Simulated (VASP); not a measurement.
## Hf: single point with PBE

The system is Hf.

```
Hf
1.0
     0.00000    2.24400    2.24400
     2.24400    0.00000    2.24400
     2.24400    2.24400    0.00000
Hf
1
Cartesian
  0.0000 0.0000 0.0000
```

```yaml
Program: VASP 6.6.1
Task: single point
Functional: PBE
Potentials_or_basis: VASP PAW PBE potentials, release 64 (Hf_pv)
Cutoff: 520 eV
k_mesh: 4 × 4 × 4
Occupations: fermi-dirac, width 0.15 eV
Spin: no spin polarisation
Dipole_correction: no
Further_INCAR_settings: ALGO = Normal; EDIFF = 1e-06; NBANDS = 11
```

The pressure is -0.1 GPa and the band gap on the k mesh is zero (band 5 reaches 6.10 eV, above the bottom of band 6 at 4.30 eV).

Levels at points of the mesh, in eV from the Fermi level:
| k point | band 1 | band 2 | band 3 | band 4 | band 5 | band 6 | band 7 | band 8 | band 9 | band 10 |
| --- | --- | --- | --- | --- | --- | --- | --- | --- | --- | --- |
| (0.00, 0.00, 0.00) | -29.98 | -29.98 | -29.98 | -7.16 | 1.45 | 1.45 | 1.45 | 4.20 | 4.20 | 11.32 |
| (0.50, 0.00, 0.00) | -30.76 | -30.08 | -30.08 | -3.57 | 0.56 | 1.22 | 1.22 | 6.29 | 6.29 | 9.30 |
| (0.50, 0.50, 0.00) | -30.71 | -30.26 | -30.26 | -3.19 | -2.05 | 2.50 | 6.30 | 6.91 | 6.91 | 9.84 |

Run time: 2.6 s on 1 thread of Intel Xeon 6975P-C, with other jobs on the host, peak memory 0.13 GiB.

Caveat: the k points lie up to 0.61 Å⁻¹ apart; spin-orbit coupling is left out, which moves the levels of the heavy elements.
